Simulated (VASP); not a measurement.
A run of VASP 6.6.1 is set up as follows.

The input INCAR:

```
SYSTEM = TaN
PREC = Accurate
ENCUT = 520
EDIFF = 1E-7
ISMEAR = 0
SIGMA = 0.15
LREAL = .FALSE.
LASPH = .TRUE.
NELM = 60
ALGO = Normal
ISIF = 2
LWAVE = .FALSE.
LCHARG = .FALSE.
GGA = PS
NBANDS = 15
```

File KPOINTS:

```
regular mesh
0
G
  18 18 16
  0 0 0
```

The input POSCAR:

```
TaN
1.0
    2.8144000000      0.0000000000      0.0000000000
   -1.4072000000      2.4373418964      0.0000000000
    0.0000000000      0.0000000000      2.9425000000
Ta N
1 1
Direct
    0.3333333333      0.6666666667      0.5000000000
    0.0000000000      0.0000000000      0.0000000000
```

Potentials or basis: VASP PAW PBE potentials, release 64 (Ta_pv, N).

Launch:

```bash
$ cat potpaw_PBE.64/Ta_pv/POTCAR potpaw_PBE.64/N/POTCAR > POTCAR
$ mpirun -np 1 vasp_std > vasp.out
```

Q: Estimate the pressure.

A: 20.9 GPa.

Q: Estimate the band gap on the k mesh.

A: Zero (bands 8 and 9 overlap by 0.49 eV).

Stress tensor (GPa, compression positive):
```
34.92  0.00  0.00
 0.00 34.92  0.00
 0.00  0.00 -7.17
```

Caveat: the cell stands under pressure; the PAW data sets were made with another functional, which shifts forces and pressure a little; spin-orbit coupling is left out, which moves the levels of the heavy elements.
